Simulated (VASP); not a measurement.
# Bi2Te3 in VASP: a series of runs

Bi2Te3 is run at these levels: PBEsol; tasks: electric field gradients.

Program: VASP 6.6.1. These are calculated values, not measurements. Logs are shortened: lines on timing, memory, paths and dates and some standing lists are left out, and cuts for length are marked.

**What was measured.**

“Vacancy and Antisite-Induced Ferromagnetism in Liquid-Phase Exfoliated Bi2Te3”, 2024, arxiv:2412.10539 quotes, for a bulk crystal of Bi2Te3: band gap 0.17 eV.

How close the calculation comes is told below.

### Step 1. The cell of the first run

Symmetry: R-3m, No. 166, trigonal system. Conventional cell: a = 4.386 Å, b = 4.386 Å, c = 30.497 Å, α = 90.00°, β = 90.00°, γ = 120.00°. Bi (site symmetry 3m) has 6 Te at 3.07 to 3.25 Å within 4.0 Å. Within 4.6 Å of Te (site symmetry -3m) lie 6 Bi at 3.25 Å and 12 Te at 4.39 to 4.55 Å. Te (site symmetry 3m) has 3 Bi at 3.07 Å and 3 Te at 3.64 Å within 4.0 Å.

### Step 2. Electric field gradients, PBEsol

File INCAR:

```
PREC     = Accurate       # precision mode
ENCUT    = 520            # plane-wave cutoff, eV
EDIFF    = 1E-8           # SCF threshold, eV
ISMEAR   = -1             # smearing method
SIGMA    = 0.08           # smearing width, eV
LREAL    = False          # projectors in reciprocal space
LASPH    = True           # aspherical terms in the spheres
NELM     = 100            # most SCF steps
ALGO     = Normal         # electronic algorithm
ISIF     = 2              # what is computed and relaxed
LWAVE    = False          # write WAVECAR
LCHARG   = False          # write CHGCAR
GGA      = PS             # functional
LEFG     = True         
NBANDS   = 32             # bands
```

File KPOINTS:

```
Automatic mesh
0
Gamma
  7 7 7
```

File POSCAR:

```
Bi2Te3
1.0
    2.1930005584      1.2661294627     10.1656700000
   -2.1930005584      1.2661294627     10.1656700000
    0.0000000000     -2.5322589254     10.1656700000
Bi Te
2 3
Direct
    0.4000000000      0.4000000000      0.4000000000
    0.6000000000      0.6000000000      0.6000000000
    0.0000000000      0.0000000000      0.0000000000
    0.2095000000      0.2095000000      0.2095000000
    0.7905000000      0.7905000000      0.7905000000
```

Potentials or basis: VASP PAW PBE potentials, release 64 (Bi_d, Te).

Run with:

```console
> cat potpaw_PBE.64/Bi_d/POTCAR potpaw_PBE.64/Te/POTCAR > POTCAR
> mpirun -np 1 vasp_std > vasp.out
```

OUTCAR:

```text
PREC = Accurate
   ENCUT = 520
   EDIFF = 1E-8
   ISMEAR = -1
   LREAL = False
   LASPH = True
   NELM = 100
   ISIF = 2
   GGA = PS

 ion  position               nearest neighbor table
   1  0.400  0.400  0.400-   5 3.07   5 3.07   5 3.07   3 3.25   3 3.25   3 3.25
   2  0.600  0.600  0.600-   4 3.07   4 3.07   4 3.07   3 3.25   3 3.25   3 3.25
   3  0.000  0.000  0.000-   2 3.25   1 3.25   2 3.25   2 3.25   1 3.25   1 3.25
   4  0.209  0.209  0.209-   2 3.07   2 3.07   2 3.07   5 3.64   5 3.64   5 3.64
   5  0.791  0.791  0.791-   1 3.07   1 3.07   1 3.07   4 3.64   4 3.64   4 3.64

  LATTYP: Found a trigonal (rhomboedric) cell.
 ALAT       =    10.4763152785
 COS(alpha) =     0.9123624232

  Lattice vectors:

 A1 = (   2.1930005584,   1.2661294627,  10.1656700000)
 A2 = (  -2.1930005584,   1.2661294627,  10.1656700000)
 A3 = (   0.0000000000,  -2.5322589254,  10.1656700000)

Analysis of symmetry for initial positions (statically):
=====================================================================
 Subroutine PRICEL returns:
 Original cell was already a primitive cell.

 Routine SETGRP: Setting up the symmetry group for a
 trigonal (rhombohedral) supercell.

 Subroutine GETGRP returns: Found 12 space group operations
 (whereof 12 operations were pure point group operations)
 out of a pool of 12 trial point group operations.

The static configuration has the point symmetry D_3d.

Analysis of symmetry for dynamics (positions and initial velocities):
=====================================================================
 Subroutine PRICEL returns:
 Original cell was already a primitive cell.

 Routine SETGRP: Setting up the symmetry group for a
 trigonal (rhombohedral) supercell.

 Subroutine GETGRP returns: Found 12 space group operations
 (whereof 12 operations were pure point group operations)
 out of a pool of 12 trial point group operations.

The dynamic configuration has the point symmetry D_3d.

 Subroutine INISYM returns: Found 12 space group operations
 (whereof 12 operations are pure point group operations),
 and found     1 'primitive' translations

----------------------------------------------------------------------------------------

                                     Primitive cell

  volume of cell :     169.3574

  direct lattice vectors                    reciprocal lattice vectors
     2.193000558  1.266129463 10.165670000     0.227998118  0.131634775  0.032790100
    -2.193000558  1.266129463 10.165670000    -0.227998118  0.131634775  0.032790100
     0.000000000 -2.532258925 10.165670000     0.000000000 -0.263269550  0.032790100

  length of vectors
    10.476315278 10.476315278 10.476315278     0.265303687  0.265303687  0.265303687

  position of ions in fractional coordinates (direct lattice)
     0.400000000  0.400000000  0.400000000
     0.600000000  0.600000000  0.600000000
     0.000000000  0.000000000  0.000000000
     0.209500000  0.209500000  0.209500000
     0.790500000  0.790500000  0.790500000

  ion indices of the primitive-cell ions
   primitive index   ion index
                 1           1
                 2           2
                 3           3
                 4           4
                 5           5

----------------------------------------------------------------------------------------

 KPOINTS: Automatic mesh

Automatic generation of k-mesh.
 Grid dimensions read from file:
 generate k-points for:    7    7    7

 Generating k-lattice:

  Cartesian coordinates                     Fractional coordinates (reciprocal lattice)
     0.032571160  0.018804968  0.004684300     0.142857143  0.000000000  0.000000000
    -0.032571160  0.018804968  0.004684300     0.000000000  0.142857143  0.000000000
     0.000000000 -0.037609936  0.004684300     0.000000000  0.000000000  0.142857143
[... 42 lines left out ...]
   dimension x,y,z NGX =    80 NGY =   80 NGZ =   80
   dimension x,y,z NGXF=   160 NGYF=  160 NGZF=  160
   ions per type =               2   3
   NGX,Y,Z   is equivalent  to a cutoff of  12.69, 12.69, 12.69 a.u.
   NGXF,Y,Z  is equivalent  to a cutoff of  25.39, 25.39, 25.39 a.u.
 SYSTEM =  unknown system
   PREC   = accura    normal or accurate (medium, high low for compatibility)
   ISTART =      0    job   : 0-new  1-cont  2-samecut
   ICHARG =      2    charge: 1-file 2-atom 10-const
   ISPIN  =      1    spin polarized calculation?
   LNONCOLLINEAR =      F non collinear calculations
   LSORBIT =      F    spin-orbit coupling
   LASPH  =      T    aspherical Exc in radial PAW
   ENCUT  =  520.0 eV  38.22 Ry    6.18 a.u.  19.48 19.48 19.48*2*pi/ulx,y,z
   NELM   =    100;   NELMIN=  2; NELMDL= -5     # of ELM steps
   EDIFF  = 0.1E-07   stopping-criterion for ELM
   LREAL  =      F    real-space projection
   EDIFFG = 0.1E-06   stopping-criterion for IOM
   NSW    =      0    number of steps for IOM
   IBRION =     -1    ionic relax: 0-MD 1-quasi-New 2-CG
   NFREE  =      0    steps in history (QN), initial steepest desc. (CG)
   ISIF   =      2    stress and relaxation
   ISYM   =      2    0-nonsym 1-usesym 2-fastsym
   POTIM  = 0.5000    time-step for ionic-motion
   TEBEG  =    0.0;   TEEND  =   0.0 temperature during run
   PSTRESS=    0.0 pullay stress
   NELECT =      48.0000    total number of electrons
   NUPDOWN=      -1.0000    fix difference up-down
   EMIN   =  10.00;   EMAX   =-10.00  energy-range for DOS
   EFERMI =   0.00;   METHOD = LEGACY
   ISMEAR =    -1;   SIGMA  =   0.08  broadening in eV -4-tet -1-fermi 0-gaus
   EFERMI_NEDOS =   21; number of points for ismear=-14 and -15
   IALGO  =     38    algorithm
   IMIX   =      4    mixing-type and parameters
     AMIX     =   0.40;   BMIX     =  1.00
     AMIX_MAG =   1.60;   BMIX_MAG =  1.00
  volume/ion in A,a.u.               =      33.87       228.58
  Fermi-wavevector in a.u.,A,eV,Ry     =   1.075360  2.032136 15.733765  1.156399
  Thomas-Fermi vector in A             =   2.211214
   LORBIT       =      0    0 simple, 1 ext, 2 COOP (PROOUT), +10 PAW based schemes
   GGA     = PS    functional components
   LHFCALC =     F    Hartree Fock is set to
   AEXX    =    0.0000 exact exchange contribution
   IVDW    =     0    specifies the selected vdW correction
   LEPSILON=     F    determine dielectric tensor
   LRPA    =     F    only Hartree local field effects (RPA)
 non-spin polarized calculation
  energy-cutoff  :      520.00
  volume of cell :      169.36
 maximum number of plane-waves:      4577
 NGX is ok and might be reduce to    80
   NGX = 39   NGY = 39   NGZ = 39

 number of electron      48.0000004 magnetization

 Free energy of the ion-electron system (eV)
  ---------------------------------------------------
  ext. energy  EPLUGINS =         0.00000000
  ---------------------------------------------------
  free energy    TOTEN  =       -20.29326907 eV

  energy without entropy =      -20.29158730  energy(sigma->0) =      -20.29242818

 E-fermi :   6.1930     XC(G=0):  -9.4920

 val. band max:        6.0656908497   @ k =   0.0000   0.0000   0.0000
 cond. band min:       6.2932020573   @ k =   0.0000   0.0000   0.0000
 fundamental gap:      0.2275112076
 Fermi energy:         6.1929809433

 k-point     1 :       0.0000    0.0000    0.0000
  band No.  band energies     occupation
      1     -17.0486      2.00000
      2     -17.0486      2.00000
      3     -17.0471      2.00000
      4     -17.0471      2.00000
      5     -17.0392      2.00000
      6     -17.0378      2.00000
[... 829 lines left out ...]
     31      10.4228      0.00000
     32      10.4752      0.00000

 [... further k-points ...]
[... 5 lines left out ...]
  --------------------------------------------------------------------------------------
  -------------------------------------------------------------------------------------
  Total       -0.5085313     -0.5085313     -0.8304503      0.0000000      0.0000000      0.0000000
  in kB       -4.8108755     -4.8108755     -7.8563369      0.0000000      0.0000000      0.0000000
  external PRESSURE =      -5.8260293 kB  Pullay stress =       0.0000000 kB

 VOLUME and BASIS-vectors are now :
 -----------------------------------------------------------------------------
  energy-cutoff  :      520.00
  volume of cell :      169.36
      direct lattice vectors                 reciprocal lattice vectors
     2.193000558  1.266129463 10.165670000     0.227998118  0.131634775  0.032790100
    -2.193000558  1.266129463 10.165670000    -0.227998118  0.131634775  0.032790100
     0.000000000 -2.532258925 10.165670000     0.000000000 -0.263269550  0.032790100

 POSITION                                       TOTAL-FORCE (eV/Angst)
 -----------------------------------------------------------------------------------
      0.00000      0.00000     12.19880         0.000000     -0.000000      0.034643
      0.00000      0.00000     18.29821         0.000000     -0.000000     -0.034643
      0.00000      0.00000      0.00000         0.000000     -0.000000      0.000000
      0.00000      0.00000      6.38912         0.000000      0.000000      0.096674
      0.00000      0.00000     24.10789         0.000000     -0.000000     -0.096674
 -----------------------------------------------------------------------------------
    total drift:                               -0.000000     -0.000000     -0.000000

  FREE ENERGIE OF THE ION-ELECTRON SYSTEM (eV)
  ---------------------------------------------------
  free  energy   TOTEN  =       -20.2932690685 eV

  energy  without entropy=      -20.2915873000  energy(sigma->0) =      -20.29242818

 Electric field gradients (V/A^2)
---------------------------------------------------------------------
 ion       V_xx      V_yy      V_zz      V_xy      V_xz      V_yz
---------------------------------------------------------------------
   1     -13.178   -13.178    26.357     0.000     0.000     0.000
   2     -13.178   -13.178    26.357     0.000    -0.000     0.000
   3     -46.306   -46.306    92.612    -0.000    -0.000     0.000
   4      -5.728    -5.728    11.456    -0.000    -0.000     0.000
   5      -5.728    -5.728    11.456    -0.000    -0.000     0.000
---------------------------------------------------------------------

 Electric field gradients after diagonalization (V/A^2)
 (convention: |V_zz| > |V_xx| > |V_yy|)
----------------------------------------------------------------------
 ion       V_xx      V_yy      V_zz     asymmetry (V_yy - V_xx)/ V_zz
----------------------------------------------------------------------
   1     -13.178   -13.178    26.357       0.000
   2     -13.178   -13.178    26.357       0.000
   3     -46.306   -46.306    92.612       0.000
   4      -5.728    -5.728    11.456       0.000
   5      -5.728    -5.728    11.456       0.000
----------------------------------------------------------------------

           NMR quadrupolar parameters

 Cq : quadrupolar parameter    Cq=e*Q*V_zz/h
 eta: asymmetry parameters     (V_yy - V_xx)/ V_zz
 Q  : nuclear electric quadrupole moment in mb (millibarn)
----------------------------------------------------------------------
 ion       Cq(MHz)       eta       Q (mb)
----------------------------------------------------------------------
   1       0.064       0.000       1.000
   2       0.064       0.000       1.000
   3       0.224       0.000       1.000
   4       0.028       0.000       1.000
   5       0.028       0.000       1.000
----------------------------------------------------------------------
```

Wall time 20 min (1 thread of Intel Xeon Platinum 8259CL at 2.50GHz (Skylake/Cascade Lake), shared host); peak memory 1 GiB.

Results:

| Property | Result |
| --- | --- |
| Free energy | -20.2933 eV |
| Pressure | -0.6 GPa |
| Largest force | 0.097 eV/Å |
| Band gap on the k mesh | 0.23 eV |
| Largest electric field gradient by atom | Bi +26.4; Te +92.6, +11.5 (each value once) V/Å² |

Forces on the atoms (eV/Å):
```
Bi   0.000  0.000  0.035
Bi   0.000  0.000 -0.035
Te   0.000  0.000  0.000
Te   0.000  0.000  0.097
Te   0.000  0.000 -0.097
```

Stress tensor (GPa, compression positive):
```
-0.48  0.00  0.00
 0.00 -0.48  0.00
 0.00  0.00 -0.79
```

Electric field gradients, principal values (V/Å²):
```tsv
atom	least	middle	greatest (by size)
1 Bi	-13.178	-13.178	26.357
2 Bi	-13.178	-13.178	26.357
3 Te	-46.306	-46.306	92.612
4 Te	-5.728	-5.728	11.456
5 Te	-5.728	-5.728	11.456
```

Caveat: without QUAD_EFG the Cq values of the log hold for a quadrupole moment of 1 mb, not for the nuclei; the PAW data sets were made with another functional, which shifts forces and pressure a little; spin-orbit coupling is left out, which moves the levels of the heavy elements.

(Part 1 of 4 ends here.)
